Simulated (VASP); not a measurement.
# GaN: single point with LDA

Crystal: GaN.

```
Ga N
1.0
     2.21365    2.21365    0.00000
    -2.21365    2.21365    0.00000
     0.00000    2.21365    2.21365
Ga N
1 1
Cartesian
  0.0000 0.0000 0.0000
  -1.1068 3.3205 1.1068
```

- Program: VASP 6.6.1
- Task: single point
- Functional: LDA
- Potentials or basis: VASP PAW LDA potentials, release 64 (Ga_d, N)
- Cutoff: 520 eV
- k mesh: 10 × 10 × 10
- Occupations: gaussian, width 0.01 eV
- Spin: no spin polarisation
- Dipole correction: no
- Further INCAR settings: ALGO = Normal; EDIFF = 1e-06; NBANDS = 16

| Item | Value |
| --- | --- |
| Pressure | 5.2 GPa |
| Band gap on the k mesh | 2.10 eV, direct |

Levels at points of the mesh, in eV from the valence-band top:
```tsv
k point	band 6	band 7	band 8	band 9	band 10	band 11	band 12	band 13
(0.00, 0.00, 0.00)	-13.24	0.00	0.00	0.00	2.10	10.44	10.44	10.44
(0.50, 0.00, 0.00)	-11.86	-7.48	-1.05	-1.05	4.91	8.86	10.48	10.48
(0.50, 0.50, 0.00)	-11.39	-6.43	-2.93	-2.93	3.26	6.79	11.89	14.32
```

Run time: 17 s on 1 thread of Intel Xeon 8259CL (shared host), peak memory 0.14 GiB.

A hybrid or GW would open this gap; LDA tends to underestimate it.
